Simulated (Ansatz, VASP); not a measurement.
**One calculation of GaP, two programs**

The input INCAR:

```
PREC = Accurate ; ENCUT = 520
EDIFF = 1E-6 ; ISMEAR = -1
SIGMA = 0.1 ; LREAL = F
LASPH = T ; NELM = 80
ALGO = Normal ; ISIF = 2
LWAVE = F ; LCHARG = T
GGA = PE ; LELF = T
LVHAR = T ; NBANDS = 16
```

Contents of KPOINTS:

```
Automatic mesh
0
Gamma
  14 14 14
```

POSCAR

```
GaP
1.0
    0.0000000000      2.1139017420      2.1139017420
    2.1139017420      0.0000000000      2.1139017420
    2.1139017420      2.1139017420      0.0000000000
Ga P
1 1
Direct
    0.0000000000      0.0000000000      0.0000000000
    0.5000000000      0.5000000000      0.5000000000
```

Input for Ansatz:

```yaml
crystal:
  lattice:
    - [0.0, 2.113901742, 2.113901742]
    - [2.113901742, 0.0, 2.113901742]
    - [2.113901742, 2.113901742, 0.0]
  atoms:
    - { symbol: Ga, position: [0.0, 0.0, 0.0] }
    - { symbol: P, position: [0.5, 0.5, 0.5] }
kpoints:
  mp_grid: { grid: [14, 14, 14] }
scf:
  occupations: { method: fermi_dirac, width: 0.1 }
hamiltonian:
  xc: pbe
  pseudopotentials: { kind: all_electron, datasets: crystal }
output:
  forces: true
  stress: true
  eigenvalues: true
```

Change from the starting cell: volume scaled by 0.55, crystal datasets.

Alike in both runs: task single point; functional PBE; k mesh 14 × 14 × 14; occupations fermi-dirac, width 0.1 eV; no spin polarisation.

```csv
,VASP,Ansatz
version,VASP 6.6.1,Ansatz 0.2.0
potentials or method,"VASP PAW PBE potentials, release 64 (Ga_d, P), cutoff 520 eV","all-electron PAW with datasets made for the crystal, scalar-relativistic"
```

|  | VASP | Ansatz | Ansatz less VASP |
| --- | --- | --- | --- |
| pressure (GPa) | 195.9 | 196.2 | +0.33 |

Both programs put the cell under a high pressure, so it lies far from rest at this level. Ansatz ran all-electron here, and VASP with PAW potentials.

Noted on VASP's run: the cell as given lies far from equilibrium.
